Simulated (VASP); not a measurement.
# BaO (Fm-3m) in VASP: notebook

BaO is run at these levels: PBE; tasks: electric field gradients.

Everything below comes from runs of VASP 6.6.1. Logs are shortened: lines on timing, memory, paths and dates and some standing lists are left out, and cuts for length are marked.

### Step 1. The cell of the first run

It takes space group Fm-3m (No. 225, cubic). Conventional cell: a = 5.590 Å, b = 5.590 Å, c = 5.590 Å, α = 90.00°, β = 90.00°, γ = 90.00°. Within 3.7 Å of Ba (site symmetry m-3m) lie 6 O at 2.80 Å. Within 3.7 Å of O (site symmetry m-3m) lie 6 Ba at 2.80 Å.

### Step 2. Electric field gradients, PBE (volume scaled by 1.05)

File INCAR:

```
PREC     = Accurate       # precision mode
ENCUT    = 520            # plane-wave cutoff, eV
EDIFF    = 1E-8           # SCF threshold, eV
ISMEAR   = -1             # smearing method
SIGMA    = 0.02           # smearing width, eV
LREAL    = F              # projectors in reciprocal space
LASPH    = T              # aspherical terms in the spheres
NELM     = 120            # most SCF steps
ALGO     = Normal         # electronic algorithm
ISIF     = 2              # what is computed and relaxed
LWAVE    = F              # write WAVECAR
LCHARG   = F              # write CHGCAR
GGA      = PE             # functional
LEFG     = T            
NBANDS   = 15             # bands
GGA_COMPAT= F
```

File KPOINTS:

```
regular mesh
0
Gamma
  9 9 9
```

File POSCAR:

```
BaO
1.0
    0.0000000000      2.7950899812      2.7950899812
    2.7950899812      0.0000000000      2.7950899812
    2.7950899812      2.7950899812      0.0000000000
Ba O
1 1
Direct
    0.0000000000      0.0000000000      0.0000000000
    0.5000000000      0.5000000000      0.5000000000
```

Potentials or basis: VASP PAW PBE potentials, release 64 (Ba_sv, O).

Run with:

```console
> cat potpaw_PBE.64/Ba_sv/POTCAR potpaw_PBE.64/O/POTCAR > POTCAR
> mpirun -np 1 vasp_std > vasp.out
```

OUTCAR:

```text
PREC = Accurate
   ENCUT = 520
   EDIFF = 1E-8
   ISMEAR = -1
   LREAL = F
   LASPH = T
   NELM = 120
   ISIF = 2
   GGA = PE

 ion  position               nearest neighbor table
   1  0.000  0.000  0.000-   2 2.80   2 2.80   2 2.80   2 2.80   2 2.80   2 2.80
   2  0.500  0.500  0.500-   1 2.80   1 2.80   1 2.80   1 2.80   1 2.80   1 2.80

  LATTYP: Found a face centered cubic cell.
 ALAT       =     5.5901799624

  Lattice vectors:

 A1 = (   0.0000000000,   2.7950899812,   2.7950899812)
 A2 = (   2.7950899812,   0.0000000000,   2.7950899812)
 A3 = (   2.7950899812,   2.7950899812,   0.0000000000)

Analysis of symmetry for initial positions (statically):
=====================================================================
 Subroutine PRICEL returns:
 Original cell was already a primitive cell.

 Routine SETGRP: Setting up the symmetry group for a
 face centered cubic supercell.

 Subroutine GETGRP returns: Found 48 space group operations
 (whereof 48 operations were pure point group operations)
 out of a pool of 48 trial point group operations.

The static configuration has the point symmetry O_h .

Analysis of symmetry for dynamics (positions and initial velocities):
=====================================================================
 Subroutine PRICEL returns:
 Original cell was already a primitive cell.

 Routine SETGRP: Setting up the symmetry group for a
 face centered cubic supercell.

 Subroutine GETGRP returns: Found 48 space group operations
 (whereof 48 operations were pure point group operations)
 out of a pool of 48 trial point group operations.

The dynamic configuration has the point symmetry O_h .

 Subroutine INISYM returns: Found 48 space group operations
 (whereof 48 operations are pure point group operations),
 and found     1 'primitive' translations

----------------------------------------------------------------------------------------

                                     Primitive cell

  volume of cell :      43.6734

  direct lattice vectors                    reciprocal lattice vectors
     0.000000000  2.795089981  2.795089981    -0.178885118  0.178885118  0.178885118
     2.795089981  0.000000000  2.795089981     0.178885118 -0.178885118  0.178885118
     2.795089981  2.795089981  0.000000000     0.178885118  0.178885118 -0.178885118

  length of vectors
     3.952854159  3.952854159  3.952854159     0.309838112  0.309838112  0.309838112

  position of ions in fractional coordinates (direct lattice)
     0.000000000  0.000000000  0.000000000
     0.500000000  0.500000000  0.500000000

  ion indices of the primitive-cell ions
   primitive index   ion index
                 1           1
                 2           2

----------------------------------------------------------------------------------------

 KPOINTS: regular mesh

Automatic generation of k-mesh.
 Grid dimensions read from file:
 generate k-points for:    9    9    9

 Generating k-lattice:

  Cartesian coordinates                     Fractional coordinates (reciprocal lattice)
    -0.019876124  0.019876124  0.019876124     0.111111111  0.000000000  0.000000000
     0.019876124 -0.019876124  0.019876124     0.000000000  0.111111111  0.000000000
     0.019876124  0.019876124 -0.019876124     0.000000000  0.000000000  0.111111111

  Length of vectors
     0.034426457  0.034426457  0.034426457

  Shift w.r.t. Gamma in fractional coordinates (k-lattice)
     0.000000000  0.000000000  0.000000000

 Subroutine IBZKPT returns following result:
 ===========================================

 Found     35 irreducible k-points:

 Following reciprocal coordinates:
            Coordinates               Weight
  0.000000  0.000000  0.000000      1.000000
  0.111111  0.000000  0.000000      8.000000
  0.222222  0.000000  0.000000      8.000000
  0.333333  0.000000  0.000000      8.000000
  0.444444  0.000000  0.000000      8.000000
  0.111111  0.111111  0.000000      6.000000
[... 16 lines left out ...]
 -0.333333  0.333333  0.000000     12.000000
  0.444444  0.444444  0.000000      6.000000
 [... further k-points ...]
   k-points           NKPTS =     35   k-points in BZ     NKDIM =     35   number of bands    NBANDS=     15
   number of dos      NEDOS =    301   number of ions     NIONS =      2
   total plane-waves  NPLWV =  27000
   dimension x,y,z NGX =    30 NGY =   30 NGZ =   30
   dimension x,y,z NGXF=    60 NGYF=   60 NGZF=   60
   ions per type =               1   1
   NGX,Y,Z   is equivalent  to a cutoff of  12.62, 12.62, 12.62 a.u.
   NGXF,Y,Z  is equivalent  to a cutoff of  25.23, 25.23, 25.23 a.u.
 SYSTEM =  unknown system
   PREC   = accura    normal or accurate (medium, high low for compatibility)
   ISTART =      0    job   : 0-new  1-cont  2-samecut
   ICHARG =      2    charge: 1-file 2-atom 10-const
   ISPIN  =      1    spin polarized calculation?
   LNONCOLLINEAR =      F non collinear calculations
   LSORBIT =      F    spin-orbit coupling
   LASPH  =      T    aspherical Exc in radial PAW
   ENCUT  =  520.0 eV  38.22 Ry    6.18 a.u.   7.35  7.35  7.35*2*pi/ulx,y,z
   NELM   =    120;   NELMIN=  2; NELMDL= -5     # of ELM steps
   EDIFF  = 0.1E-07   stopping-criterion for ELM
   LREAL  =      F    real-space projection
   EDIFFG = 0.1E-06   stopping-criterion for IOM
   NSW    =      0    number of steps for IOM
   IBRION =     -1    ionic relax: 0-MD 1-quasi-New 2-CG
   NFREE  =      0    steps in history (QN), initial steepest desc. (CG)
   ISIF   =      2    stress and relaxation
   ISYM   =      2    0-nonsym 1-usesym 2-fastsym
   POTIM  = 0.5000    time-step for ionic-motion
   TEBEG  =    0.0;   TEEND  =   0.0 temperature during run
   PSTRESS=    0.0 pullay stress
   NELECT =      16.0000    total number of electrons
   NUPDOWN=      -1.0000    fix difference up-down
   EMIN   =  10.00;   EMAX   =-10.00  energy-range for DOS
   EFERMI =   0.00;   METHOD = LEGACY
   ISMEAR =    -1;   SIGMA  =   0.02  broadening in eV -4-tet -1-fermi 0-gaus
   EFERMI_NEDOS =   21; number of points for ismear=-14 and -15
   IALGO  =     38    algorithm
   IMIX   =      4    mixing-type and parameters
     AMIX     =   0.40;   BMIX     =  1.00
     AMIX_MAG =   1.60;   BMIX_MAG =  1.00
  volume/ion in A,a.u.               =      21.84       147.36
  Fermi-wavevector in a.u.,A,eV,Ry     =   1.171410  2.213644 18.669942  1.372202
  Thomas-Fermi vector in A             =   2.307854
   LORBIT       =      0    0 simple, 1 ext, 2 COOP (PROOUT), +10 PAW based schemes
   GGA     = PE    functional components
[... 5 lines left out ...]
 non-spin polarized calculation
  energy-cutoff  :      520.00
  volume of cell :       43.67
 maximum number of plane-waves:      1243
 NGX is ok and might be reduce to    30
   NGX = 15   NGY = 15   NGZ = 15

 number of electron      16.0000002 magnetization

 Free energy of the ion-electron system (eV)
  ---------------------------------------------------
  ext. energy  EPLUGINS =         0.00000000
  ---------------------------------------------------
  free energy    TOTEN  =       -11.80776283 eV

  energy without entropy =      -11.80776283  energy(sigma->0) =      -11.80776283

 E-fermi :   2.0988     XC(G=0):  -9.4931

 val. band max:        1.6583692761   @ k =  -0.4444   0.4444   0.0000
 cond. band min:       3.8023582250   @ k =   0.4444   0.4444   0.0000
 fundamental gap:      2.1439889489
 Fermi energy:         2.0987820305

 k-point     1 :       0.0000    0.0000    0.0000
  band No.  band energies     occupation
      1     -24.2271      2.00000
      2     -13.2484      2.00000
      3      -8.7903      2.00000
      4      -8.7903      2.00000
      5      -8.7903      2.00000
      6       1.4152      2.00000
      7       1.4152      2.00000
      8       1.4152      2.00000
      9       5.1161      0.00000
     10       6.3837      0.00000
     11       6.3837      0.00000
     12       6.3837      0.00000
     13       8.5808      0.00000
     14       8.5808      0.00000
     15      11.6402      0.00000
[... 397 lines left out ...]
 k-point    24 :       0.4444    0.4444    0.0000
  band No.  band energies     occupation
      1     -23.9469      2.00000
      2     -13.4142      2.00000
      3     -10.0625      2.00000
      4      -9.3092      2.00000
      5      -9.3092      2.00000
      6       1.5537      2.00000
      7       1.5559      2.00000
      8       1.5559      2.00000
      9       3.8024      0.00000
     10       7.5714      0.00000
     11      10.3704      0.00000
     12      10.7891      0.00000
     13      11.0404      0.00000
     14      11.0404      0.00000
     15      15.0816      0.00000

 [... further k-points ...]
[... 5 lines left out ...]
  --------------------------------------------------------------------------------------
  -------------------------------------------------------------------------------------
  Total        0.2508305      0.2508305      0.2508305      0.0000000      0.0000000      0.0000000
  in kB        9.2018157      9.2018157      9.2018157      0.0000000      0.0000000      0.0000000
  external PRESSURE =       9.2018157 kB  Pullay stress =       0.0000000 kB

 VOLUME and BASIS-vectors are now :
 -----------------------------------------------------------------------------
  energy-cutoff  :      520.00
  volume of cell :       43.67
      direct lattice vectors                 reciprocal lattice vectors
     0.000000000  2.795089981  2.795089981    -0.178885118  0.178885118  0.178885118
     2.795089981  0.000000000  2.795089981     0.178885118 -0.178885118  0.178885118
     2.795089981  2.795089981  0.000000000     0.178885118  0.178885118 -0.178885118

 POSITION                                       TOTAL-FORCE (eV/Angst)
 -----------------------------------------------------------------------------------
      0.00000      0.00000      0.00000         0.000000      0.000000     -0.000000
      2.79509      2.79509      2.79509        -0.000000     -0.000000      0.000000
 -----------------------------------------------------------------------------------
    total drift:                                0.000000      0.000000      0.000000

  FREE ENERGIE OF THE ION-ELECTRON SYSTEM (eV)
  ---------------------------------------------------
  free  energy   TOTEN  =       -11.8077628255 eV

  energy  without entropy=      -11.8077628255  energy(sigma->0) =      -11.80776283

 Electric field gradients (V/A^2)
---------------------------------------------------------------------
 ion       V_xx      V_yy      V_zz      V_xy      V_xz      V_yz
---------------------------------------------------------------------
   1      -0.000    -0.000    -0.000    -0.000    -0.000    -0.000
   2      -0.000    -0.000     0.000     0.001     0.001     0.001
---------------------------------------------------------------------

 Electric field gradients after diagonalization (V/A^2)
 (convention: |V_zz| > |V_xx| > |V_yy|)
----------------------------------------------------------------------
 ion       V_xx      V_yy      V_zz     asymmetry (V_yy - V_xx)/ V_zz
----------------------------------------------------------------------
   1       0.000     0.000    -0.000       0.000
   2      -0.001    -0.001     0.001       0.000
----------------------------------------------------------------------

           NMR quadrupolar parameters

 Cq : quadrupolar parameter    Cq=e*Q*V_zz/h
 eta: asymmetry parameters     (V_yy - V_xx)/ V_zz
 Q  : nuclear electric quadrupole moment in mb (millibarn)
----------------------------------------------------------------------
 ion       Cq(MHz)       eta       Q (mb)
----------------------------------------------------------------------
   1      -0.000       0.000       1.000
   2       0.000       0.000       1.000
----------------------------------------------------------------------
```

Run time: 38 s. Hardware: 1 thread of Intel Xeon Platinum 8259CL at 2.50GHz (Skylake/Cascade Lake), shared host; peak memory 0.18 GiB.

What came out:

* Free energy: -11.8078 eV
* Pressure: 0.9 GPa
* Band gap on the k mesh: 2.14 eV, indirect (least direct gap 2.25 eV)

Caveat: without QUAD_EFG the Cq values of the log hold for a quadrupole moment of 1 mb, not for the nuclei; spin-orbit coupling is left out, which moves the levels of the heavy elements.

### Step 3. Electric field gradients, PBE (volume scaled by 1.05)

File INCAR:

```
SYSTEM = BaO
  PREC = Accurate
  ENCUT = 520
  EDIFF = 1E-8
  ISMEAR = -1
  SIGMA = 0.02
  LREAL = .FALSE.
  LASPH = .TRUE.
  NELM = 120
  ALGO = Normal
  ISIF = 2
  LWAVE = .FALSE.
  LCHARG = .FALSE.
  GGA = PE
  LEFG = .TRUE.
  NBANDS = 15
  GGA_COMPAT = .FALSE.
```

File KPOINTS:

```
Automatic mesh
0
G
  9 9 9
  0 0 0
```

POSCAR is that of step 2.

Potentials or basis: VASP PAW PBE potentials, release 64 (Ba_sv, O).

Run with:

```console
> cat potpaw_PBE.64/Ba_sv/POTCAR potpaw_PBE.64/O/POTCAR > POTCAR
> mpirun -np 1 vasp_std > vasp.out
```

OUTCAR:

```text
SYSTEM = BaO
   PREC = Accurate
   ENCUT = 520
   EDIFF = 1E-8
   ISMEAR = -1
   LREAL = .FALSE.
   LASPH = .TRUE.
   NELM = 120
   ISIF = 2
   GGA = PE

 ion  position               nearest neighbor table
   1  0.000  0.000  0.000-   2 2.80   2 2.80   2 2.80   2 2.80   2 2.80   2 2.80
   2  0.500  0.500  0.500-   1 2.80   1 2.80   1 2.80   1 2.80   1 2.80   1 2.80

  LATTYP: Found a face centered cubic cell.
 ALAT       =     5.5901799624

  Lattice vectors:

 A1 = (   0.0000000000,   2.7950899812,   2.7950899812)
 A2 = (   2.7950899812,   0.0000000000,   2.7950899812)
 A3 = (   2.7950899812,   2.7950899812,   0.0000000000)

Analysis of symmetry for initial positions (statically):
=====================================================================
 Subroutine PRICEL returns:
 Original cell was already a primitive cell.

 Routine SETGRP: Setting up the symmetry group for a
 face centered cubic supercell.

[... 621 lines left out ...]
      direct lattice vectors                 reciprocal lattice vectors
     0.000000000  2.795089981  2.795089981    -0.178885118  0.178885118  0.178885118
     2.795089981  0.000000000  2.795089981     0.178885118 -0.178885118  0.178885118
     2.795089981  2.795089981  0.000000000     0.178885118  0.178885118 -0.178885118

 POSITION                                       TOTAL-FORCE (eV/Angst)
 -----------------------------------------------------------------------------------
      0.00000      0.00000      0.00000         0.000000      0.000000     -0.000000
      2.79509      2.79509      2.79509        -0.000000     -0.000000      0.000000
 -----------------------------------------------------------------------------------
    total drift:                                0.000000      0.000000      0.000000

  FREE ENERGIE OF THE ION-ELECTRON SYSTEM (eV)
  ---------------------------------------------------
  free  energy   TOTEN  =       -11.8077628255 eV

  energy  without entropy=      -11.8077628255  energy(sigma->0) =      -11.80776283

 Electric field gradients (V/A^2)
---------------------------------------------------------------------
 ion       V_xx      V_yy      V_zz      V_xy      V_xz      V_yz
---------------------------------------------------------------------
   1      -0.000    -0.000    -0.000    -0.000    -0.000    -0.000
   2      -0.000    -0.000     0.000     0.001     0.001     0.001
---------------------------------------------------------------------

 Electric field gradients after diagonalization (V/A^2)
 (convention: |V_zz| > |V_xx| > |V_yy|)
----------------------------------------------------------------------
 ion       V_xx      V_yy      V_zz     asymmetry (V_yy - V_xx)/ V_zz
----------------------------------------------------------------------
   1       0.000     0.000    -0.000       0.000
   2      -0.001    -0.001     0.001       0.000
----------------------------------------------------------------------

           NMR quadrupolar parameters

 Cq : quadrupolar parameter    Cq=e*Q*V_zz/h
 eta: asymmetry parameters     (V_yy - V_xx)/ V_zz
 Q  : nuclear electric quadrupole moment in mb (millibarn)
----------------------------------------------------------------------
 ion       Cq(MHz)       eta       Q (mb)
----------------------------------------------------------------------
   1      -0.000       0.000       1.000
   2       0.000       0.000       1.000
----------------------------------------------------------------------
```

OSZICAR:

```text
N       E                     dE             d eps       ncg     rms          rms(c)
DAV:   1     0.804898680718E+02    0.80490E+02   -0.77694E+03  1050   0.985E+02
DAV:   2    -0.101767145742E+02   -0.90667E+02   -0.79786E+02  1529   0.199E+02
DAV:   3    -0.143648867529E+02   -0.41882E+01   -0.41392E+01  1286   0.429E+01
DAV:   4    -0.144174391233E+02   -0.52552E-01   -0.52543E-01  1288   0.495E+00
DAV:   5    -0.144184232135E+02   -0.98409E-03   -0.98406E-03  1247   0.590E-01    0.946E+00
DAV:   6    -0.120783343757E+02    0.23401E+01   -0.88936E+00  1092   0.215E+01    0.623E+00
DAV:   7    -0.118321878197E+02    0.24615E+00   -0.67636E-01  1155   0.636E+00    0.214E+00
DAV:   8    -0.118080009200E+02    0.24187E-01   -0.10863E-01  1281   0.329E+00    0.554E-01
DAV:   9    -0.118064536946E+02    0.15472E-02   -0.10690E-02  1246   0.964E-01    0.165E-01
DAV:  10    -0.118077775338E+02   -0.13238E-02   -0.28475E-03  1113   0.415E-01    0.492E-02
DAV:  11    -0.118077559028E+02    0.21631E-04   -0.16315E-04  1302   0.104E-01    0.278E-02
DAV:  12    -0.118077631727E+02   -0.72699E-05   -0.21960E-05  1092   0.399E-02    0.469E-03
DAV:  13    -0.118077625624E+02    0.61027E-06   -0.18396E-06  1344   0.117E-02    0.176E-03
DAV:  14    -0.118077628199E+02   -0.25744E-06   -0.66673E-07  1099   0.624E-03    0.142E-03
DAV:  15    -0.118077628255E+02   -0.56227E-08   -0.93684E-08  1344   0.224E-03
   1 F= -.11807763E+02 E0= -.11807763E+02  d E =-.428873E-11
```

Run time: 39 s. Hardware: 1 thread of Intel Xeon Platinum 8259CL at 2.50GHz (Skylake/Cascade Lake), shared host; peak memory 0.18 GiB.

What came out:

```yaml
Free_energy: -11.8078 eV
Pressure: 0.9 GPa
Band_gap_on_the_k_mesh: 2.14 eV, indirect (least direct gap 2.25 eV)
```

Levels at points of the mesh, in eV from the valence-band top:
```
           k point  band 6  band 7  band 8  band 9  band 10  band 11
(0.00, 0.00, 0.00)   -0.24   -0.24   -0.24    3.46     4.73     4.73
```

Caveat: without QUAD_EFG the Cq values of the log hold for a quadrupole moment of 1 mb, not for the nuclei; spin-orbit coupling is left out, which moves the levels of the heavy elements.
